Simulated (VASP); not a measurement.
GdSe:

```xyz
2
Lattice="0.0000 2.8855 2.8855 2.8855 0.0000 2.8855 2.8855 2.8855 0.0000" Properties=species:S:1:pos:R:3 pbc="T T T"
Gd    0.0000    0.0000    0.0000
Se    2.8855    2.8855    2.8855
```

Base run:

- Program: VASP 6.6.1
- Functional: PBEsol
- Potentials or basis: VASP PAW PBE potentials, release 64 (Gd, Se)
- Cutoff: 520 eV
- k mesh: 8 × 8 × 8
- Occupations: fermi-dirac, width 0.15 eV
- Spin: collinear spin, ferromagnetic start
- Starting moments: [7.0, 0.0] μB

Its results: pressure 0.3 GPa; net moment 6.78 μB per cell; site moments Gd +6.61; Se -0.03 μB.

Question: After a change of settings the same cell gave: pressure -0.1 GPa; net moment 6.80 μB per cell; site moments Gd +6.62; Se -0.03 μB. Which change was it?
A. k mesh from 8 × 8 × 8 to 3 × 3 × 3
B. k mesh from 8 × 8 × 8 to 5 × 5 × 5; further incar settings from ALGO = Normal; EDIFF = 1e-06; NBANDS = 23 to ALGO = Normal; EDIFF = 1e-07; NBANDS = 23
C. k mesh from 8 × 8 × 8 to 2 × 2 × 2

Answer: B.

Caveats: some runs use coarse meshes; the PAW data sets were made with another functional, which shifts forces and pressure a little; a cell with one magnetic atom can't hold antiferromagnetic order, which such compounds often take.
